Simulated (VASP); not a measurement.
A run of VASP 6.6.1:

File INCAR:

```
ALGO = Normal
EDIFF = 1E-7
ENCUT = 520
GGA = PS
ISIF = 2
ISMEAR = -1
ISPIN = 2
LASPH = T
LCHARG = F
LMAXMIX = 4
LORBIT = 11
LREAL = F
LWAVE = F
MAGMOM = 2.8 0 0 0
NBANDS = 34
NELM = 150
PREC = Accurate
SIGMA = 0.15
```

The input KPOINTS:

```
k-points
0
Gamma
  6 6 6
```

The input POSCAR:

```
MnPt3
1.0
    3.9000000000      0.0000000000      0.0000000000
    0.0000000000      3.9000000000      0.0000000000
    0.0000000000      0.0000000000      3.9000000000
Mn Pt
1 3
Direct
    0.0000000000      0.0000000000      0.0000000000
    0.0000000000      0.5000000000      0.5000000000
    0.5000000000      0.0000000000      0.5000000000
    0.5000000000      0.5000000000      0.0000000000
```

Potentials or basis: VASP PAW PBE potentials, release 64 (Mn_pv, Pt).

Command:

```console
$ cat potpaw_PBE.64/Mn_pv/POTCAR potpaw_PBE.64/Pt/POTCAR > POTCAR
$ mpirun -np 1 vasp_std > vasp.out
```

Hardware: 1 thread of Intel(R) Xeon(R) 6975P-C (Granite Rapids), with other jobs on the host.

Q: How long does it take, and how much memory?

A: Wall time 56 s on 1 thread of Intel(R) Xeon(R) 6975P-C (Granite Rapids), with other jobs on the host, peak memory 0.21 GiB. Counts: scf iterations 16, k points 20.
